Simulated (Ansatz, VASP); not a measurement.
Two plane-wave programs on EuSb

```
Eu Sb
1.0
     3.81424    0.00000    0.00000
     0.00000    3.81424    0.00000
     0.00000    0.00000    3.81424
Eu Sb
1 1
Direct
  0.00000 0.00000 0.00000
  0.50000 0.50000 0.50000
```

Alike in both runs: task single point; functional PBE; k mesh 10 × 10 × 10; occupations gaussian, width 0.05 eV; collinear spin.

```csv
,VASP,Ansatz
version,VASP 6.6.1,Ansatz 0.2.0
potentials or method,"VASP PAW PBE potentials, release 64 (Eu, Sb), cutoff 520 eV","scalar-relativistic, plane waves, PAW"
valence electrons in the cell,22,32
```

|  | VASP | Ansatz | Ansatz less VASP |
| --- | --- | --- | --- |
| gap on the k mesh at the Fermi level (eV) | none | none | - |
| pressure (GPa) | 4.5 | 4.7 | +0.15 |
| net moment per atom (μB) | 3.38 | 3.39 | +0.002 |
| size of the moment on the site where the two differ most (μB) | 6.50 | 6.72 | +0.218 |

Site moments also hang on the region over which each program counts them. A gap of «none» marks a metal or a gap that the smearing closes. VASP's potentials hold 22 valence electrons a cell and Ansatz's 32, so a difference there can come from the potentials and not from the codes. Ansatz's warnings: given moment on shells.

Spin-orbit coupling is off throughout.
